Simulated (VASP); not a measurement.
# AlGa2Sb3 (P4mm) in VASP: further runs, part 2 of 2

VASP 6.6.1.

## Step 4: Single point, PBE

This run uses another cell than the first one, of 24.76 Å³/atom.

INCAR reads:

```
SYSTEM = AlGa2Sb3
ALGO     = Normal         ! electronic algorithm
EDIFF    = 1E-6           ! SCF threshold, eV
ENCUT    = 520            ! plane-wave cutoff, eV
GGA      = PE             ! functional
ISIF     = 2              ! what is computed and relaxed
ISMEAR   = 0              ! smearing method
LASPH    = .True.         ! aspherical terms in the spheres
LCHARG   = .False.        ! write CHGCAR
LREAL    = .False.        ! projectors in reciprocal space
LWAVE    = .False.        ! write WAVECAR
NBANDS   = 31             ! bands
NELM     = 80             ! most SCF steps
PREC     = Accurate       ! precision mode
SIGMA    = 0.1            ! smearing width, eV
```

KPOINTS reads:

```
k-points
0
Gamma
  10 10 6
  0 0 0
```

POSCAR reads:

```
AlGa2Sb3
1.0
    4.1345545420      0.0000000000      0.0000000000
    0.0000000000      4.1345545420      0.0000000000
    0.0000000000      0.0000000000      8.6917275762
Al Ga Sb
1 2 3
Direct
    0.0000000000      0.0000000000      0.9358873061
    0.5000000000      0.0000000000      0.2257872723
    0.0000000000      0.5000000000      0.2257872723
    0.5000000000      0.5000000000      0.9497552217
    0.5000000000      0.5000000000      0.5103360908
    0.0000000000      0.0000000000      0.6132718367
```

Potentials or basis: VASP PAW PBE potentials, release 64 (Al, Ga_d, Sb).

Run with:

```bash
$ cat potpaw_PBE.64/Al/POTCAR potpaw_PBE.64/Ga_d/POTCAR potpaw_PBE.64/Sb/POTCAR > POTCAR
$ mpirun -np 1 vasp_std > vasp.out
```

OUTCAR:

```text
SYSTEM = AlGa2Sb3
   EDIFF = 1E-6
   ENCUT = 520
   GGA = PE
   ISIF = 2
   ISMEAR = 0
   LASPH = .True.
   LREAL = .False.
   NELM = 80
   PREC = Accurate

 ion  position               nearest neighbor table
   1  0.000  0.000  0.936-   6 2.80   4 2.93   4 2.93   4 2.93   4 2.93
   2  0.500  0.000  0.226-   4 3.17   4 3.17   5 3.22   5 3.22
   3  0.000  0.500  0.226-   4 3.17   4 3.17   5 3.22   5 3.22
   4  0.500  0.500  0.950-   1 2.93   1 2.93   1 2.93   1 2.93   2 3.17   3 3.17   3 3.17   2 3.17

   5  0.500  0.500  0.510-   6 3.06   6 3.06   6 3.06   6 3.06   3 3.22   3 3.22   2 3.22   2 3.22

[... 1025 lines left out ...]
  -------------------------------------------------------------------------------------
  Total        0.0404828      0.0404828      0.0375848      0.0000000      0.0000000      0.0000000
  in kB        0.4365339      0.4365339      0.4052842      0.0000000      0.0000000      0.0000000
  external PRESSURE =       0.4261173 kB  Pullay stress =       0.0000000 kB

 VOLUME and BASIS-vectors are now :
 -----------------------------------------------------------------------------
  energy-cutoff  :      520.00
  volume of cell :      148.58
      direct lattice vectors                 reciprocal lattice vectors
     4.134554542  0.000000000  0.000000000     0.241864024  0.000000000  0.000000000
     0.000000000  4.134554542  0.000000000     0.000000000  0.241864024  0.000000000
     0.000000000  0.000000000  8.691727576     0.000000000  0.000000000  0.115051926

 POSITION                                       TOTAL-FORCE (eV/Angst)
 -----------------------------------------------------------------------------------
      0.00000      0.00000      8.13448         0.000000      0.000000      0.008785
      2.06728      0.00000      1.96248         0.000000     -0.000000      0.002337
      0.00000      2.06728      1.96248         0.000000      0.000000      0.002337
      2.06728      2.06728      8.25501         0.000000     -0.000000     -0.004732
      2.06728      2.06728      4.43570        -0.000000      0.000000      0.001441
      0.00000      0.00000      5.33039         0.000000      0.000000     -0.010169
 -----------------------------------------------------------------------------------
    total drift:                                0.000000      0.000000     -0.001221

  FREE ENERGIE OF THE ION-ELECTRON SYSTEM (eV)
  ---------------------------------------------------
  free  energy   TOTEN  =       -21.4143693912 eV

  energy  without entropy=      -21.4038531139  energy(sigma->0) =      -21.40911125
```

OSZICAR:

```text
N       E                     dE             d eps       ncg     rms          rms(c)
DAV:   1     0.297417066542E+03    0.29742E+03   -0.18416E+04  5348   0.164E+03
DAV:   2     0.138480770854E+02   -0.28357E+03   -0.27369E+03  5693   0.427E+02
DAV:   3    -0.201641422305E+02   -0.34012E+02   -0.32932E+02  6080   0.114E+02
DAV:   4    -0.215020805459E+02   -0.13379E+01   -0.13267E+01  6449   0.240E+01
DAV:   5    -0.215386486114E+02   -0.36568E-01   -0.36553E-01  6845   0.393E+00    0.408E+00
DAV:   6    -0.214305477322E+02    0.10810E+00   -0.37036E-01  6654   0.328E+00    0.237E+00
DAV:   7    -0.214162997225E+02    0.14248E-01   -0.68762E-02  6021   0.149E+00    0.894E-01
DAV:   8    -0.214143339933E+02    0.19657E-02   -0.90654E-03  6591   0.478E-01    0.156E-01
DAV:   9    -0.214143295171E+02    0.44762E-05   -0.97048E-04  6193   0.215E-01    0.621E-02
DAV:  10    -0.214143622756E+02   -0.32759E-04   -0.16442E-04  6741   0.664E-02    0.318E-02
DAV:  11    -0.214143692901E+02   -0.70145E-05   -0.29634E-05  6275   0.330E-02    0.530E-03
DAV:  12    -0.214143693912E+02   -0.10109E-06   -0.23936E-06  5385   0.823E-03
   1 F= -.21414369E+02 E0= -.21409111E+02  d E =-.105163E-01
```

It took 3.1 min on 1 thread of AMD EPYC 9R45 (Zen 5), shared host; peak memory 0.46 GiB.

Results:

- Free energy: -21.4144 eV
- Pressure: 0.0 GPa
- Largest force: 0.010 eV/Å
- Band gap on the k mesh: zero (bands 22 and 23 overlap by 2.47 eV)

Forces in eV/Å, atoms in the order of the input:
```
Al   0.000  0.000  0.009
Ga   0.000  0.000  0.002
Ga   0.000  0.000  0.002
Sb   0.000  0.000 -0.005
Sb   0.000  0.000  0.001
Sb   0.000  0.000 -0.010
```

Caveat: spin-orbit coupling is left out, which moves the levels of the heavy elements.

## Step 5: Relaxation of cell and atoms, PBE

This run uses another cell than the first one, of 16.30 Å³/atom.

INCAR reads:

```
  ALGO = Normal
  EDIFF = 1E-6
  EDIFFG = -0.04
  ENCUT = 600
  GGA = PE
  IBRION = 2
  ISIF = 3
  ISMEAR = 0
  LASPH = T
  LCHARG = F
  LREAL = F
  LWAVE = F
  NELM = 60
  NSW = 90
  PREC = Accurate
  SIGMA = 0.1
```

KPOINTS reads:

```
k-points
0
Gamma
  6 6 4
```

POSCAR reads:

```
AlGa2Sb3
1.0
    3.6748263400      0.0000000000      0.0000000000
    0.0000000000      3.6748263400      0.0000000000
    0.0000000000      0.0000000000      7.2409798900
Al Ga Sb
1 2 3
Direct
    0.0000000000      0.0000000000      0.0464257500
    0.5000000000      0.0000000000      0.0551656400
    0.0000000000      0.5000000000      0.0551656400
    0.5000000000      0.5000000000      0.9549118500
    0.5000000000      0.5000000000      0.7425657700
    0.0000000000      0.0000000000      0.6065903500
```

Run with:

```bash
$ cat potpaw_PBE.64/Al/POTCAR potpaw_PBE.64/Ga_d/POTCAR potpaw_PBE.64/Sb/POTCAR > POTCAR
$ mpirun -np 1 vasp_std > vasp.out
```

Wall time 34 min (1 thread of AMD EPYC 9R45 (Zen 5), shared host); peak memory 0.27 GiB.

It converged, with:

* Free energy: -21.4418 eV
* Relaxed volume: 24.49 Å³/atom
* Relaxed cell: a = 4.285 Å, b = 4.285 Å, c = 8.003 Å, α = 90.00°, β = 90.00°, γ = 90.00°
* Space group after relaxing (to 0.1 Å): P4mm (No. 99)
* Pressure after relaxing: 0.0 GPa
* Largest force after relaxing: 0.039 eV/Å
* Band gap on the k mesh: zero (bands 22 and 23 overlap by 2.54 eV)

Forces on the atoms (eV/Å):
```
Al   0.000  0.000 -0.008
Ga   0.000  0.000 -0.014
Ga   0.000  0.000 -0.014
Sb   0.000  0.000  0.010
Sb   0.000  0.000  0.039
Sb   0.000  0.000 -0.012
```

Stress tensor (GPa, compression positive):
```
 0.09  0.00  0.00
 0.00  0.09  0.00
 0.00  0.00 -0.05
```

Final structure:
```cif
data_structure
_symmetry_space_group_name_H-M 'P 1'
_symmetry_Int_Tables_number 1
_cell_length_a 4.2845
_cell_length_b 4.2845
_cell_length_c 8.0030
_cell_angle_alpha 90.000
_cell_angle_beta 90.000
_cell_angle_gamma 90.000
_cell_volume 146.91
loop_
_atom_site_label
_atom_site_type_symbol
_atom_site_fract_x
_atom_site_fract_y
_atom_site_fract_z
_atom_site_occupancy
Al1 Al 0.00000 0.00000 0.20115 1
Ga1 Ga 0.50000 0.00000 0.93286 1
Ga2 Ga 0.00000 0.50000 0.93286 1
Sb1 Sb 0.50000 0.50000 0.61741 1
Sb2 Sb 0.50000 0.50000 0.22219 1
Sb3 Sb 0.00000 0.00000 0.55435 1
```

Levels at points of the mesh, in eV from the Fermi level:
```csv
k point,band 20,band 21,band 22,band 23,band 24,band 25
"(0.00, 0.00, 0.00)",-1.69,-1.46,-1.04,0.18,0.58,0.58
"(0.50, 0.00, 0.00)",-0.52,-0.14,-0.04,-0.04,0.51,1.05
"(0.50, 0.50, 0.00)",-3.18,-3.10,-3.10,1.32,1.85,2.03
"(0.00, 0.00, 0.50)",-2.29,-2.17,0.87,1.40,1.40,1.44
"(0.50, 0.00, 0.50)",-0.67,-0.53,-0.21,0.56,0.61,0.62
"(0.50, 0.50, 0.50)",-2.10,-1.93,-1.93,-1.67,-0.43,0.95
```

Caveat: the volume moved by over 15 % at a fixed basis, so the end points are rough; spin-orbit coupling is left out, which moves the levels of the heavy elements.

## Step 6: Relaxation of cell and atoms, PBE

INCAR reads:

```
SYSTEM = AlGa2Sb3
ALGO     = Normal         ! electronic algorithm
EDIFF    = 1E-7           ! SCF threshold, eV
EDIFFG   = -0.01          ! ionic threshold
ENCUT    = 600            ! plane-wave cutoff, eV
GGA      = PE             ! functional
IBRION   = 2              ! ionic algorithm
ISIF     = 3              ! what is computed and relaxed
ISMEAR   = 0              ! smearing method
LASPH    = .True.         ! aspherical terms in the spheres
LCHARG   = .False.        ! write CHGCAR
LREAL    = .False.        ! projectors in reciprocal space
LWAVE    = .False.        ! write WAVECAR
NELM     = 60             ! most SCF steps
NSW      = 100            ! ionic steps
PREC     = Accurate       ! precision mode
SIGMA    = 0.1            ! smearing width, eV
```

KPOINTS reads:

```
k-points
0
Gamma
  10 10 6
  0 0 0
```

POSCAR reads:

```
AlGa2Sb3
1.0
    4.2247138221      0.0000000000      0.0000000000
    0.0000000000      4.2247138221      0.0000000000
    0.0000000000      0.0000000000      8.1839401811
Al Ga Sb
1 2 3
Direct
    0.0000000000      0.0000000000      0.9569781663
    0.5000000000      0.0000000000      0.2202008859
    0.0000000000      0.5000000000      0.2202008859
    0.5000000000      0.5000000000      0.9338231142
    0.5000000000      0.5000000000      0.5178329257
    0.0000000000      0.0000000000      0.6117890220
```

Potentials or basis: VASP PAW PBE potentials, release 64 (Al, Ga_d, Sb).

Run with:

```bash
$ cat potpaw_PBE.64/Al/POTCAR potpaw_PBE.64/Ga_d/POTCAR potpaw_PBE.64/Sb/POTCAR > POTCAR
$ mpirun -np 1 vasp_std > vasp.out
```

Run time: 61 min. Hardware: 1 thread of AMD EPYC 9R45 (Zen 5), shared host; peak memory 0.57 GiB.

It converged, with:

```
Free energy                           : -21.4134 eV
Relaxed volume                        : 24.62 Å³/atom
Relaxed cell                          : a = 4.145 Å, b = 4.145 Å, c = 8.595 Å, α = 90.00°, β = 90.00°, γ = 90.00°
Space group after relaxing (to 0.1 Å) : P4mm (No. 99)
Energy gained by relaxing             : 4.5 meV/atom
Ionic steps                           : 32
Pressure after relaxing               : 0.0 GPa
Largest force after relaxing          : 0.007 eV/Å
Band gap on the k mesh                : zero (bands 22 and 23 overlap by 2.61 eV)
```

Forces on the atoms (eV/Å):
```
Al   0.000  0.000 -0.003
Ga   0.000  0.000  0.004
Ga   0.000  0.000  0.004
Sb   0.000  0.000  0.004
Sb   0.000  0.000 -0.002
Sb   0.000  0.000 -0.007
```

The path:
| step | energy change (eV) | largest force (eV/Å) | pressure (GPa) | volume (Å³) |
| --- | --- | --- | --- | --- |
| 1 | 0.0000 | 0.0830 | 0.03 | 146.07 |
| 2 | -0.0026 | 0.0854 | 0.00 | 146.18 |
| 3 | -0.0090 | 0.1171 | -0.07 | 146.49 |
| 4 | -0.0121 | 0.1566 | -0.16 | 147.04 |
| 5 | -0.0129 | 0.1422 | -0.14 | 146.85 |
| 6 | -0.0157 | 0.1067 | 0.03 | 146.45 |
| 7 | -0.0173 | 0.1017 | 0.24 | 145.95 |
| 8 | -0.0198 | 0.1085 | -0.04 | 146.79 |
| 9 | -0.0199 | 0.1101 | -0.13 | 147.04 |
| 10 | -0.0213 | 0.0835 | -0.02 | 146.82 |
| 11 | -0.0221 | 0.0851 | 0.11 | 146.55 |
| 12 | -0.0230 | 0.0554 | -0.05 | 147.09 |
| 13 | -0.0231 | 0.0439 | -0.11 | 147.30 |
| 14 | -0.0237 | 0.0497 | 0.04 | 146.96 |
| 15 | -0.0237 | 0.0524 | 0.09 | 146.91 |
| 16 | -0.0242 | 0.0533 | 0.02 | 147.07 |
| 17 | -0.0247 | 0.0552 | -0.04 | 147.35 |
| 18 | -0.0252 | 0.0388 | 0.02 | 147.19 |
| 19 | -0.0256 | 0.0181 | 0.12 | 146.99 |
| 20 | -0.0262 | 0.0143 | 0.01 | 147.38 |
| 21 | -0.0263 | 0.0130 | -0.02 | 147.52 |
| 22 | -0.0263 | 0.0250 | -0.11 | 147.80 |
| 23 | -0.0265 | 0.0338 | -0.07 | 147.82 |
| 24 | -0.0266 | 0.0373 | -0.06 | 147.83 |
| 25 | -0.0266 | 0.0442 | -0.04 | 147.85 |
| 26 | -0.0266 | 0.0399 | -0.05 | 147.84 |
| 27 | -0.0267 | 0.0309 | 0.02 | 147.65 |
| 28 | -0.0267 | 0.0266 | 0.05 | 147.57 |
| 29 | -0.0267 | 0.0247 | 0.07 | 147.53 |
| 30 | -0.0268 | 0.0189 | 0.05 | 147.58 |
| 31 | -0.0269 | 0.0064 | 0.02 | 147.68 |
| 32 | -0.0269 | 0.0070 | 0.02 | 147.69 |

Final structure:
```
Al Ga Sb
1.0
     4.14538    0.00000    0.00000
     0.00000    4.14538    0.00000
     0.00000    0.00000    8.59484
Al Ga Sb
1 2 3
Direct
  0.00000 0.00000 0.94310
  0.50000 0.00000 0.22360
  0.00000 0.50000 0.22360
  0.50000 0.50000 0.94332
  0.50000 0.50000 0.51184
  0.00000 0.00000 0.61535
```

Levels at points of the mesh, in eV from the Fermi level:
```csv
k point,band 20,band 21,band 22,band 23,band 24,band 25
"(0.00, 0.00, 0.00)",-1.68,-1.67,-1.09,0.42,0.42,0.48
"(0.50, 0.00, 0.00)",-0.89,-0.26,-0.17,-0.02,1.39,1.46
"(0.50, 0.50, 0.00)",-3.43,-3.43,-3.17,0.32,0.99,1.58
"(0.00, 0.00, 0.50)",-2.19,-1.67,0.85,1.06,1.06,1.43
"(0.50, 0.00, 0.50)",-0.37,-0.18,0.25,0.80,1.10,1.23
"(0.50, 0.50, 0.50)",-2.52,-2.52,-2.06,-1.74,-0.77,0.42
```

Caveat: spin-orbit coupling is left out, which moves the levels of the heavy elements.

## Step 7: The runs side by side

```tsv
task	cell	k mesh	cutoff (eV)	gap on the mesh (eV)	pressure (GPa)	relaxed volume (Å³/atom)	largest force (eV/Å)
single point	a = 4.225, b = 4.225, c = 8.184 Å, 6 atoms, atomic positions A	6 × 6 × 4	520	none	0.0	-	0.01
single point	a = 3.675, b = 3.675, c = 7.241 Å, 6 atoms, atomic positions B	6 × 6 × 4	520	none	248.4	-	107.91
single point	a = 4.135, b = 4.135, c = 8.692 Å, 6 atoms, atomic positions C	10 × 10 × 6	520	none	0.0	-	0.01
relaxation of cell and atoms	relaxed from a = 3.675, b = 3.675, c = 7.241 Å, 6 atoms, atomic positions B	6 × 6 × 4	600	none	0.0	24.49	0.04
relaxation of cell and atoms	relaxed from a = 4.225, b = 4.225, c = 8.184 Å, 6 atoms, atomic positions A	10 × 10 × 6	600	none	0.0	24.62	0.01
```

Alike in all rows: level PBE; potentials or basis VASP PAW PBE potentials, release 64 (Al, Ga_d, Sb); no spin polarisation; smearing gaussian 0.1 eV.

Caveats: spin-orbit coupling is left out, which moves the levels of the heavy elements; atoms lie so close that the PAW spheres overlap strongly, which falsifies energies and pressures (at least some runs); the stress differs along the axes, from 213 to 320 GPa (at least some runs); forces of over 1 eV/Å act on the atoms, so gaps and moduli don't describe the material at rest (at least some runs); the volume moved by over 15 % at a fixed basis, so the end points are rough (at least some runs).

Absolute energies hang on the potentials; compare differences alone.
